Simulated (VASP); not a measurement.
A run of VASP 6.6.1:

File INCAR:

```
ALGO     = Normal         # electronic algorithm
EDIFF    = 1E-6           # SCF threshold, eV
ENCUT    = 520            # plane-wave cutoff, eV
GGA      = PE             # functional
ISIF     = 2              # what is computed and relaxed
ISMEAR   = -1             # smearing method
LASPH    = True           # aspherical terms in the spheres
LCHARG   = False          # write CHGCAR
LREAL    = False          # projectors in reciprocal space
LWAVE    = False          # write WAVECAR
NBANDS   = 17             # bands
NELM     = 100            # most SCF steps
PREC     = Accurate       # precision mode
SIGMA    = 0.1            # smearing width, eV
```

The input KPOINTS:

```
k-points
0
Gamma
  11 11 11
```

POSCAR

```
TePb
1.0
    0.0000000000      2.9430421683      2.9430421683
    2.9430421683      0.0000000000      2.9430421683
    2.9430421683      2.9430421683      0.0000000000
Pb Te
1 1
Direct
    0.0000000000      0.0000000000      0.0000000000
    0.5000000000      0.5000000000      0.5000000000
```

Potentials or basis: VASP PAW PBE potentials, release 64 (Pb_d, Te).

Command:

```bash
$ cat potpaw_PBE.64/Pb_d/POTCAR potpaw_PBE.64/Te/POTCAR > POTCAR
$ mpirun -np 1 vasp_std > vasp.out
```

Hardware: 1 thread of Intel(R) Xeon(R) Platinum 8259CL CPU @ 2.50GHz (Skylake/Cascade Lake), with other jobs on the host.

How long does it take, and how much memory?

It took 28 s on 1 thread of Intel(R) Xeon(R) Platinum 8259CL CPU @ 2.50GHz (Skylake/Cascade Lake), on a shared host, peak memory 0.2 GiB. Counts: scf iterations 12, k points 56.
